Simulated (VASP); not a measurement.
# CoSi6 (Pm-3m) in VASP: notebook

Runs on CoSi6. Level: PBE. Tasks: single point, relaxation of cell and atoms.

Program: VASP 6.6.1. These are calculated values, not measurements. Logs are shortened: lines on timing, memory, paths and dates and some standing lists are left out, and cuts for length are marked.

### Step 1. The cell of the first run

The structure is cubic, space group Pm-3m (No. 221). The conventional cell has a = 5.780 Å, b = 5.780 Å, c = 5.780 Å, α = 90.00°, β = 90.00°, γ = 90.00°. Within 5.8 Å of Co (site symmetry m-3m) lie 24 Si at 4.25 Å and 6 Co at 5.78 Å. Within 3.1 Å of Si (site symmetry 4mm) lie 5 Si at 2.31 to 2.45 Å.

The cell was built from a structure type or drawn by symmetry, and may not be a known phase.

### Step 2. Single point, PBE, collinear spin, ferromagnetic start

INCAR reads:

```
  ALGO = Normal
  EDIFF = 1E-7
  ENCUT = 520
  GGA = PE
  ISIF = 2
  ISMEAR = 0
  ISPIN = 2
  LASPH = T
  LCHARG = F
  LMAXMIX = 4
  LORBIT = 11
  LREAL = F
  LWAVE = F
  MAGMOM = 3 0 0 0 0 0 0
  NBANDS = 30
  NELM = 150
  PREC = Accurate
  SIGMA = 0.1
```

KPOINTS reads:

```
k-points
0
Gamma
  4 4 4
```

POSCAR reads:

```
CoSi6
1.0
    5.7798877722      0.0000000000      0.0000000000
    0.0000000000      5.7798877722      0.0000000000
    0.0000000000      0.0000000000      5.7798877722
Co Si
1 6
Direct
    0.0000000000      0.0000000000      0.0000000000
    0.5000000000      0.5000000000      0.2001706071
    0.5000000000      0.5000000000      0.7998293929
    0.2001706071      0.5000000000      0.5000000000
    0.7998293929      0.5000000000      0.5000000000
    0.5000000000      0.2001706071      0.5000000000
    0.5000000000      0.7998293929      0.5000000000
```

Potentials or basis: VASP PAW PBE potentials, release 64 (Co, Si).

Launch:

```
cat potpaw_PBE.64/Co/POTCAR potpaw_PBE.64/Si/POTCAR > POTCAR
mpirun -np 1 vasp_std > vasp.out
```

OUTCAR:

```text
EDIFF = 1E-7
   ENCUT = 520
   GGA = PE
   ISIF = 2
   ISMEAR = 0
   ISPIN = 2
   LASPH = T
   LORBIT = 11
   LREAL = F
   NELM = 150
   PREC = Accurate

 ion  position               nearest neighbor table
   1  0.000  0.000  0.000-
   2  0.500  0.500  0.200-   3 2.31   4 2.45   5 2.45   6 2.45   7 2.45
   3  0.500  0.500  0.800-   2 2.31   4 2.45   5 2.45   6 2.45   7 2.45
   4  0.200  0.500  0.500-   5 2.31   3 2.45   2 2.45   6 2.45   7 2.45
   5  0.800  0.500  0.500-   4 2.31   3 2.45   2 2.45   6 2.45   7 2.45
   6  0.500  0.200  0.500-   7 2.31   3 2.45   4 2.45   5 2.45   2 2.45
   7  0.500  0.800  0.500-   6 2.31   3 2.45   4 2.45   5 2.45   2 2.45

  LATTYP: Found a simple cubic cell.
 ALAT       =     5.7798877722

  Lattice vectors:

 A1 = (   5.7798877722,   0.0000000000,   0.0000000000)
 A2 = (   0.0000000000,   5.7798877722,   0.0000000000)
 A3 = (   0.0000000000,   0.0000000000,   5.7798877722)

Analysis of symmetry for initial positions (statically):
=====================================================================
 Subroutine PRICEL returns:
 Original cell was already a primitive cell.

 Routine SETGRP: Setting up the symmetry group for a
 simple cubic supercell.

 Subroutine GETGRP returns: Found 48 space group operations
 (whereof 48 operations were pure point group operations)
 out of a pool of 48 trial point group operations.

The static configuration has the point symmetry O_h .

Analysis of symmetry for dynamics (positions and initial velocities):
=====================================================================
 Subroutine PRICEL returns:
 Original cell was already a primitive cell.

 Routine SETGRP: Setting up the symmetry group for a
 simple cubic supercell.

 Subroutine GETGRP returns: Found 48 space group operations
 (whereof 48 operations were pure point group operations)
 out of a pool of 48 trial point group operations.

The dynamic configuration has the point symmetry O_h .

Analysis of structural, dynamic, and magnetic symmetry:
=====================================================================
 Subroutine PRICEL returns:
 Original cell was already a primitive cell.

 Routine SETGRP: Setting up the symmetry group for a
 simple cubic supercell.

 Subroutine GETGRP returns: Found 48 space group operations
 (whereof 48 operations were pure point group operations)
 out of a pool of 48 trial point group operations.

[... 131 lines left out ...]
 NGX is ok and might be reduce to    48
   NGX = 21   NGY = 21   NGZ = 21

 number of electron      33.0000001 magnetization       2.5009803

 Free energy of the ion-electron system (eV)
  ---------------------------------------------------
  ext. energy  EPLUGINS =         0.00000000
  ---------------------------------------------------
  free energy    TOTEN  =       -30.10018968 eV

  energy without entropy =      -30.06866778  energy(sigma->0) =      -30.08442873

 E-fermi :   3.4066     XC(G=0):  -8.0761

 val. band max:        3.3994082064   @ k =   0.5000   0.5000   0.2500
 cond. band min:       3.4624047810   @ k =   0.5000   0.2500   0.2500
 fundamental gap:      0.0629965746
 Fermi energy:         3.4065507317

 spin component 1

 k-point     1 :       0.0000    0.0000    0.0000
  band No.  band energies     occupation
      1     -10.0008      1.00000
      2      -4.6525      1.00000
      3      -4.6525      1.00000
      4      -4.6525      1.00000
      5      -4.5446      1.00000
      6      -4.5446      1.00000
[... 299 lines left out ...]
     27       6.6234      0.00000
     28       6.6234      0.00000
 Fermi energy:         3.4065507317

 spin component 2

 k-point     1 :       0.0000    0.0000    0.0000
  band No.  band energies     occupation
      1     -10.0050      1.00000
      2      -4.6504      1.00000
      3      -4.6504      1.00000
      4      -4.6504      1.00000
      5      -4.5586      1.00000
      6      -4.5586      1.00000
[... 299 lines left out ...]
     27       6.8698      0.00000
     28       6.8698      0.00000
 [bands above 28 left out]

------------------------ aborting loop because EDIFF is reached ----------------------------------------

  FORCE on cell =-STRESS in cart. coord.  units (eV):
  Direction    XX          YY          ZZ          XY          YZ          ZX
  --------------------------------------------------------------------------------------
  -------------------------------------------------------------------------------------
  Total       -0.0180454     -0.0180454     -0.0180454      0.0000000      0.0000000     -0.0000000
  in kB       -0.1497331     -0.1497331     -0.1497331      0.0000000      0.0000000     -0.0000000
  external PRESSURE =      -0.1497331 kB  Pullay stress =       0.0000000 kB

 VOLUME and BASIS-vectors are now :
 -----------------------------------------------------------------------------
  energy-cutoff  :      520.00
  volume of cell :      193.09
      direct lattice vectors                 reciprocal lattice vectors
     5.779887772  0.000000000  0.000000000     0.173013740  0.000000000  0.000000000
     0.000000000  5.779887772  0.000000000     0.000000000  0.173013740  0.000000000
     0.000000000  0.000000000  5.779887772     0.000000000  0.000000000  0.173013740

 POSITION                                       TOTAL-FORCE (eV/Angst)
 -----------------------------------------------------------------------------------
      0.00000      0.00000      0.00000        -0.000000      0.000000     -0.000000
      2.88994      2.88994      1.15696        -0.000000      0.000000      0.039891
      2.88994      2.88994      4.62292        -0.000000      0.000000     -0.039891
      1.15696      2.88994      2.88994         0.039891      0.000000     -0.000000
      4.62292      2.88994      2.88994        -0.039891      0.000000     -0.000000
      2.88994      1.15696      2.88994        -0.000000      0.039891     -0.000000
      2.88994      4.62292      2.88994        -0.000000     -0.039891     -0.000000
 -----------------------------------------------------------------------------------
    total drift:                               -0.000000     -0.000000      0.000000

  FREE ENERGIE OF THE ION-ELECTRON SYSTEM (eV)
  ---------------------------------------------------
  free  energy   TOTEN  =       -30.1001896776 eV

  energy  without entropy=      -30.0686677796  energy(sigma->0) =      -30.08442873

 total charge

# of ion       s       p       d       tot
------------------------------------------
    1        0.415   0.017   7.174   7.605
    2        0.813   0.810   0.000   1.623
    3        0.813   0.810   0.000   1.623
    4        0.813   0.810   0.000   1.623
    5        0.813   0.810   0.000   1.623
    6        0.813   0.810   0.000   1.623
    7        0.813   0.810   0.000   1.623
--------------------------------------------------
tot          5.293   4.877   7.174  17.344

 magnetization (x)

# of ion       s       p       d       tot
------------------------------------------
    1        0.125   0.002   2.162   2.289
    2       -0.002   0.002   0.000   0.000
    3       -0.002   0.002   0.000   0.000
    4       -0.002   0.002   0.000   0.000
    5       -0.002   0.002   0.000   0.000
    6       -0.002   0.002   0.000   0.000
    7       -0.002   0.002   0.000   0.000
--------------------------------------------------
tot          0.112   0.016   2.162   2.291
```

OSZICAR:

```text
N       E                     dE             d eps       ncg     rms          rms(c)
DAV:   1     0.126206229038E+03    0.12621E+03   -0.11551E+04  1200   0.890E+02
DAV:   2    -0.250779049908E+02   -0.15128E+03   -0.13841E+03  1344   0.169E+02
DAV:   3    -0.361220816425E+02   -0.11044E+02   -0.10525E+02  1548   0.512E+01
[... 20 lines left out ...]
DAV:  24    -0.301001876709E+02   -0.36113E-04   -0.22109E-04  1504   0.565E-02    0.628E-02
DAV:  25    -0.301001946097E+02   -0.69388E-05   -0.20331E-05  1278   0.346E-02    0.416E-02
DAV:  26    -0.301001916950E+02    0.29147E-05   -0.29046E-06  1526   0.108E-02    0.286E-02
DAV:  27    -0.301001892851E+02    0.24099E-05   -0.64366E-06  1288   0.113E-02    0.358E-03
DAV:  28    -0.301001896462E+02   -0.36108E-06   -0.52211E-07  1222   0.479E-03    0.846E-04
DAV:  29    -0.301001896776E+02   -0.31368E-07   -0.29644E-08   782   0.128E-03
   1 F= -.30100190E+02 E0= -.30084429E+02  d E =-.315219E-01  mag=     2.5010
```

stdout:

```text
POSCAR found type information on POSCAR CoSi
 POSCAR found :  2 types and       7 ions
 scaLAPACK will be used
 LDA part: xc-table for (Slater+PW92), standard interpolation
 POSCAR, INCAR and KPOINTS ok, starting setup
 FFT: planning ... GRIDC
 FFT: planning ... GRID_SOFT
 FFT: planning ... GRID
 WAVECAR not read
 entering main loop
```

Wall time 3 min (1 thread of AMD EPYC 9R45 (Zen 5), shared host); peak memory 0.41 GiB.

What came out:

```
Free energy                                           : -30.1002 eV
Pressure                                              : 0.0 GPa
Largest force                                         : 0.040 eV/Å
Net moment                                            : 2.50 μB per cell
Site moments                                          : Co +2.29; Si +0.00 μB
Valence electrons inside the program's atomic spheres : Co 7.61; Si 1.62
```

Forces on the atoms (eV/Å):
```
Co   0.000  0.000  0.000
Si   0.000  0.000  0.040
Si   0.000  0.000 -0.040
Si   0.040  0.000  0.000
Si  -0.040  0.000  0.000
Si   0.000  0.040  0.000
Si   0.000 -0.040  0.000
```

Levels at points of the mesh, in eV from the Fermi level:
Spin up:
| k point | band 15 | band 16 | band 17 | band 18 | band 19 | band 20 | band 21 | band 22 |
| --- | --- | --- | --- | --- | --- | --- | --- | --- |
| (0.00, 0.00, 0.00) | -1.49 | -0.82 | -0.40 | -0.40 | -0.40 | 0.44 | 0.44 | 0.44 |
| (0.50, 0.00, 0.00) | -1.54 | -1.42 | -1.38 | -0.73 | 0.12 | 0.12 | 2.16 | 2.31 |
| (0.50, 0.50, 0.00) | -1.48 | -1.48 | -0.86 | -0.44 | -0.44 | -0.18 | 2.10 | 2.41 |
| (0.50, 0.50, 0.50) | -1.53 | -1.53 | -1.53 | -0.97 | -0.50 | 2.11 | 2.11 | 2.11 |
Spin down:
```csv
k point,band 13,band 14,band 15,band 16,band 17,band 18,band 19,band 20
"(0.00, 0.00, 0.00)",-0.42,-0.24,-0.14,-0.14,-0.14,0.46,0.46,0.46
"(0.50, 0.00, 0.00)",-0.90,-0.39,-0.39,-0.19,0.30,0.30,0.98,1.08
"(0.50, 0.50, 0.00)",-0.42,-0.42,-0.12,-0.12,-0.09,0.49,0.95,0.95
"(0.50, 0.50, 0.50)",-0.52,-0.38,-0.17,-0.17,-0.17,0.99,0.99,2.09
```

### Step 3. Relaxation of cell and atoms, PBE, collinear spin, ferromagnetic start

This run uses another cell than the first one, of 13.35 Å³/atom.

INCAR reads:

```
PREC = Accurate ; ENCUT = 600
EDIFF = 1E-7 ; ISMEAR = 0
SIGMA = 0.1 ; LREAL = False
LASPH = True ; NELM = 150
ALGO = Normal ; ISIF = 3
LWAVE = False ; LCHARG = False
ISPIN = 2 ; MAGMOM = 3 0 0 0 0 0 0
LORBIT = 11 ; LMAXMIX = 4
GGA = PE ; IBRION = 2
NSW = 90 ; EDIFFG = -0.04
```

KPOINTS reads:

```
Automatic mesh
0
Gamma
  4 4 4
```

POSCAR reads:

```
CoSi6
1.0
    4.5383851400      0.0000000000      0.0000000000
    0.0000000000      4.5383851400      0.0000000000
    0.0000000000      0.0000000000      4.5383851400
Co Si
1 6
Direct
    0.0000000000      0.0000000000      0.0000000000
    0.5000000000      0.5000000000      0.2070000000
    0.5000000000      0.5000000000      0.7930000000
    0.2070000000      0.5000000000      0.5000000000
    0.7930000000      0.5000000000      0.5000000000
    0.5000000000      0.2070000000      0.5000000000
    0.5000000000      0.7930000000      0.5000000000
```

Potentials or basis: VASP PAW PBE potentials, release 64 (Co, Si).

Launch:

```
cat potpaw_PBE.64/Co/POTCAR potpaw_PBE.64/Si/POTCAR > POTCAR
mpirun -np 1 vasp_std > vasp.out
```

It took 21 min on 1 thread of AMD EPYC 9R45 (Zen 5), shared host; peak memory 0.24 GiB.

It converged, with:

```yaml
Free_energy: -30.0769 eV
Relaxed_volume: 27.56 Å³/atom
Relaxed_cell: a = 5.778 Å, b = 5.778 Å, c = 5.778 Å, α = 90.00°, β = 90.00°, γ = 90.00°
Space_group_after_relaxing_to_0.1_Å: Pm-3m (No. 221)
Pressure_after_relaxing: 0.0 GPa
Largest_force_after_relaxing: 0.031 eV/Å
Net_moment: -2.49 μB per cell
Site_moments: Co -2.29; Si +0.00 μB
Valence_electrons_inside_the_program's_atomic_spheres: Co 7.60; Si 1.62
```

Forces in eV/Å, atoms in the order of the input:
```
Co   0.000  0.000  0.000
Si   0.000  0.000 -0.031
Si   0.000  0.000  0.031
Si  -0.031  0.000  0.000
Si   0.031  0.000  0.000
Si   0.000 -0.031  0.000
Si   0.000  0.031  0.000
```

Final structure:
```
Co Si
1.0
     5.77827    0.00000    0.00000
     0.00000    5.77827    0.00000
     0.00000    0.00000    5.77827
Co Si
1 6
Direct
  0.00000 0.00000 0.00000
  0.50000 0.50000 0.20052
  0.50000 0.50000 0.79948
  0.20052 0.50000 0.50000
  0.79948 0.50000 0.50000
  0.50000 0.20052 0.50000
  0.50000 0.79948 0.50000
```

Levels at points of the mesh, in eV from the Fermi level:
Spin up:
| k point | band 12 | band 13 | band 14 | band 15 | band 16 | band 17 | band 18 | band 19 | band 20 | band 21 |
| --- | --- | --- | --- | --- | --- | --- | --- | --- | --- | --- |
| (0.00, 0.00, 0.00) | -0.41 | -0.41 | -0.24 | -0.14 | -0.14 | -0.14 | 0.47 | 0.47 | 0.47 | 0.89 |
| (0.50, 0.00, 0.00) | -0.98 | -0.90 | -0.39 | -0.39 | -0.19 | 0.31 | 0.31 | 0.98 | 1.08 | 2.33 |
| (0.50, 0.50, 0.00) | -1.02 | -0.42 | -0.42 | -0.12 | -0.12 | -0.09 | 0.49 | 0.95 | 0.95 | 2.14 |
| (0.50, 0.50, 0.50) | -1.75 | -0.55 | -0.39 | -0.17 | -0.17 | -0.17 | 0.99 | 0.99 | 2.10 | 2.10 |
Spin down:
| k point | band 15 | band 16 | band 17 | band 18 | band 19 | band 20 | band 21 | band 22 |
| --- | --- | --- | --- | --- | --- | --- | --- | --- |
| (0.00, 0.00, 0.00) | -1.50 | -0.82 | -0.39 | -0.39 | -0.39 | 0.45 | 0.45 | 0.45 |
| (0.50, 0.00, 0.00) | -1.54 | -1.43 | -1.38 | -0.72 | 0.13 | 0.13 | 2.17 | 2.32 |
| (0.50, 0.50, 0.00) | -1.48 | -1.48 | -0.88 | -0.44 | -0.44 | -0.18 | 2.11 | 2.41 |
| (0.50, 0.50, 0.50) | -1.53 | -1.53 | -1.53 | -0.97 | -0.53 | 2.13 | 2.13 | 2.13 |

Caveat: the volume moved by over 15 % at a fixed basis, so the end points are rough.

### Step 4. Single point, PBE, collinear spin, ferromagnetic start

This run uses another cell than the first one, of 31.48 Å³/atom.

INCAR reads:

```
ALGO     = Normal         # electronic algorithm
EDIFF    = 1E-6           # SCF threshold, eV
ENCUT    = 520            # plane-wave cutoff, eV
GGA      = PE             # functional
ISIF     = 2              # what is computed and relaxed
ISMEAR   = 0              # smearing method
ISPIN    = 2              # spin polarisation
LASPH    = True           # aspherical terms in the spheres
LCHARG   = False          # write CHGCAR
LMAXMIX  = 4              # l up to which the mixer works
LORBIT   = 11             # projections on sites
LREAL    = False          # projectors in reciprocal space
LWAVE    = False          # write WAVECAR
MAGMOM   = 2.76 0 0 0 0 0 0 # initial moments
NBANDS   = 30             # bands
NELM     = 150            # most SCF steps
PREC     = Accurate       # precision mode
SIGMA    = 0.1            # smearing width, eV
```

KPOINTS reads:

```
k-points
0
Gamma
  6 6 6
```

POSCAR reads:

```
CoSi6
1.0
    6.0398435262      0.0000000000      0.0000000000
    0.0000000000      6.0398435262      0.0000000000
    0.0000000000      0.0000000000      6.0398435262
Co Si
1 6
Direct
    0.0000000000      0.0000000000      0.0000000000
    0.5000000000      0.5000000000      0.2125573390
    0.5000000000      0.5000000000      0.7874426610
    0.2125573390      0.5000000000      0.5000000000
    0.7874426610      0.5000000000      0.5000000000
    0.5000000000      0.2125573390      0.5000000000
    0.5000000000      0.7874426610      0.5000000000
```

Launch:

```
cat potpaw_PBE.64/Co/POTCAR potpaw_PBE.64/Si/POTCAR > POTCAR
mpirun -np 1 vasp_std > vasp.out
```

Run time: 4.7 min. Hardware: 1 thread of AMD EPYC 9R45 (Zen 5), shared host; peak memory 0.47 GiB.

Results (log left out):

```yaml
Free_energy: -29.6693 eV
Pressure: -0.1 GPa
Largest_force: 0.035 eV/Å
Net_moment: 2.19 μB per cell
Site_moments: Co +2.38; Si -0.01 μB
Valence_electrons_inside_the_program's_atomic_spheres: Co 7.59; Si 1.61
```

Forces on the atoms (eV/Å):
```
Co   0.000  0.000  0.000
Si   0.000  0.000  0.035
Si   0.000  0.000 -0.035
Si   0.035  0.000  0.000
Si  -0.035  0.000  0.000
Si   0.000  0.035  0.000
Si   0.000 -0.035  0.000
```

Levels at points of the mesh, in eV from the Fermi level:
Spin up:
| k point | band 15 | band 16 | band 17 | band 18 | band 19 | band 20 | band 21 | band 22 |
| --- | --- | --- | --- | --- | --- | --- | --- | --- |
| (0.00, 0.00, 0.00) | -2.15 | -0.70 | 0.11 | 0.11 | 0.11 | 0.81 | 0.81 | 0.81 |
| (0.50, 0.00, 0.00) | -2.18 | -1.86 | -1.17 | -0.18 | 0.51 | 0.51 | 2.38 | 2.54 |
| (0.50, 0.50, 0.00) | -2.14 | -2.14 | -1.35 | -0.31 | 0.05 | 0.05 | 2.55 | 2.61 |
| (0.50, 0.50, 0.50) | -2.18 | -2.18 | -2.18 | -0.94 | -0.84 | 2.30 | 2.30 | 2.30 |
Spin down:
| k point | band 13 | band 14 | band 15 | band 16 | band 17 | band 18 |
| --- | --- | --- | --- | --- | --- | --- |
| (0.00, 0.00, 0.00) | -0.02 | 0.01 | 0.01 | 0.01 | 0.01 | 0.01 |
| (0.50, 0.00, 0.00) | -0.52 | -0.13 | -0.13 | -0.02 | 0.01 | 0.22 |
| (0.50, 0.50, 0.00) | -0.02 | -0.02 | 0.00 | 0.01 | 0.03 | 0.03 |
| (0.50, 0.50, 0.50) | -0.99 | -0.34 | -0.01 | -0.01 | -0.01 | 0.02 |

### Step 5. Overview

```tsv
task	cell	k mesh	cutoff (eV)	gap on the mesh (eV)	pressure (GPa)	moment (μB)	largest force (eV/Å)
single point	a = 5.780 Å, 7 atoms, atomic positions A	4 × 4 × 4	520	none	0.0	2.50	0.04
relaxation of cell and atoms	relaxed from a = 4.538 Å, 7 atoms, atomic positions B	4 × 4 × 4	600	none	0.0	2.49	0.03
single point	a = 6.040 Å, 7 atoms, atomic positions C	6 × 6 × 6	520	none	-0.1	2.19	0.03
```

Alike in all rows: level PBE; potentials or basis VASP PAW PBE potentials, release 64 (Co, Si); spin collinear, ferromagnetic start; smearing gaussian 0.1 eV.

Caveats: the volume moved by over 15 % at a fixed basis, so the end points are rough (at least some runs).

Total energies depend on the potentials used, so only differences within one code and one set of settings carry meaning.
